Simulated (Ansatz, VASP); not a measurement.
**Two plane-wave programs on In2GaP3**

File INCAR:

```
SYSTEM = In2GaP3
PREC = Accurate ; ENCUT = 520
EDIFF = 1E-6 ; ISMEAR = -1
SIGMA = 0.02 ; LREAL = .False.
LASPH = .True. ; NELM = 60
ALGO = Normal ; ISIF = 2
LWAVE = .False. ; LCHARG = .False.
GGA = PE ; NBANDS = 36
```

KPOINTS

```
regular mesh
0
Gamma
  8 8 8
  0 0 0
```

POSCAR

```
In2GaP3
1.0
   -2.0293728115      2.0293728115      8.6837419824
    2.0293728115     -2.0293728115      8.6837419824
    2.0293728115      2.0293728115     -8.6837419824
Ga P In
1 3 2
Direct
    0.0000000000      0.0000000000      0.0000000000
    0.4256658162      0.9256658162      0.5000000000
    0.7500000000      0.2500000000      0.5000000000
    0.0743341838      0.5743341838      0.5000000000
    0.3374881289      0.3374881289      0.0000000000
    0.6625118711      0.6625118711      0.0000000000
```

Input for Ansatz:

```yaml
crystal:
  lattice:
    - [-2.0293728115, 2.0293728115, 8.6837419824]
    - [2.0293728115, -2.0293728115, 8.6837419824]
    - [2.0293728115, 2.0293728115, -8.6837419824]
  atoms:
    - { symbol: Ga, position: [0.0, 0.0, 0.0] }
    - { symbol: P, position: [0.4256658162, 0.9256658162, 0.5] }
    - { symbol: In, position: [0.3374881289, 0.3374881289, 0.0] }
    - { symbol: P, position: [0.75, 0.25, 0.5] }
    - { symbol: In, position: [0.6625118711, 0.6625118711, 0.0] }
    - { symbol: P, position: [0.0743341838, 0.5743341838, 0.5] }
kpoints:
  mp_grid: { grid: [8, 8, 8] }
  band_path:
    path:
      - [[0.0, 0.0, 0.0], [1.292793330457e-17, -1.292793330457e-17, 0.5], [0.25, 0.25, 0.25], [-1.574977422158e-17, 0.5, 1.574977422158e-17], [0.0, 0.0, 0.0], [0.5, 0.5, -0.5], [0.2636536844646, 0.7363463155354, -0.2636536844646]]
      - [[-0.2636536844646, 0.2636536844646, 0.2636536844646], [0.0, 0.0, 0.0]]
      - [[1.292793330457e-17, -1.292793330457e-17, 0.5], [-0.02730736892911, 0.02730736892911, 0.5]]
      - [[0.5, 0.5, -0.02730736892911], [0.5, 0.5, -0.5]]
    npoints: 10
hamiltonian:
  xc: pbe
scf:
  occupations: { method: fermi_dirac, width: 0.02 }
  n_extra_bands: 5
output:
  forces: true
  stress: true
  eigenvalues: true
```

Alike in both runs: task single point; functional PBE; k mesh 8 × 8 × 8; occupations fermi-dirac, width 0.02 eV; no spin polarisation.

|  | VASP | Ansatz |
| --- | --- | --- |
| version | VASP 6.6.1 | Ansatz 0.2.0 |
| potentials or method | VASP PAW PBE potentials, release 64 (Ga_d, P, In_d) | plane waves, PAW |
| plane-wave cutoff (eV) | 520 | 420 |
| valence electrons in the cell | 54 | 54 |

Ansatz gave:

| Property | Result |
| --- | --- |
| gap on the k mesh at the Fermi level (eV) | 0.78 |
| pressure (GPa) | 1.9 |
| rms of the force components (eV/Å) | 0.003 |

**Question.** What did VASP give for the same quantities?

**Answer.** gap on the k mesh at the Fermi level (eV): 0.78; pressure (GPa): 1.8; rms of the force components (eV/Å): 0.004.
